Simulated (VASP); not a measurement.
Write the native input for VASP 6.6.1 that does the following.

| Quantity | Value |
| --- | --- |
| Task | single point |
| Functional | PBEsol |
| Potentials or basis | VASP PAW PBE potentials, release 64 (Ca_sv) |
| Cutoff | 520 eV |
| k mesh | 4 × 4 × 4 |
| Occupations | gaussian, width 0.1 eV |
| Spin | no spin polarisation |
| Dipole correction | no |
| Further INCAR settings | ALGO = Normal; EDIFF = 1e-07; NBANDS = 17 |

The structure of Ca lies in POSCAR:

```
Ca
1.0
    0.0000000000      3.6726468674      3.6726468674
    3.6726468674      0.0000000000      3.6726468674
    3.6726468674      3.6726468674      0.0000000000
Ca
2
Direct
    0.5000000000      0.5000000000      0.5000000000
    0.7500000000      0.7500000000      0.7500000000
```

One way to write it, as run:

INCAR

```
SYSTEM = Ca
ALGO = Normal
EDIFF = 1E-7
ENCUT = 520
GGA = PS
ISIF = 2
ISMEAR = 0
LASPH = .TRUE.
LCHARG = .FALSE.
LREAL = .FALSE.
LWAVE = .FALSE.
NBANDS = 17
NELM = 100
PREC = Accurate
SIGMA = 0.1
```

KPOINTS

```
k-points
0
G
  4 4 4
  0 0 0
```

Potentials or basis: VASP PAW PBE potentials, release 64 (Ca_sv).

Launch:

```bash
$ cat potpaw_PBE.64/Ca_sv/POTCAR > POTCAR
$ mpirun -np 1 vasp_std > vasp.out
```

Results of the run:

```yaml
Pressure: 2.7 GPa
Band_gap_on_the_k_mesh: zero (band 10 reaches 1.93 eV, above the bottom of band 11 at 0.75 eV)
```

Caveat: the k points lie up to 0.37 Å⁻¹ apart; the PAW data sets were made with another functional, which shifts forces and pressure a little.

Run time: 9.7 s on 1 thread of AMD EPYC 9R45 96-Core Processor (Zen 5), with other jobs on the host, peak memory 0.19 GiB.
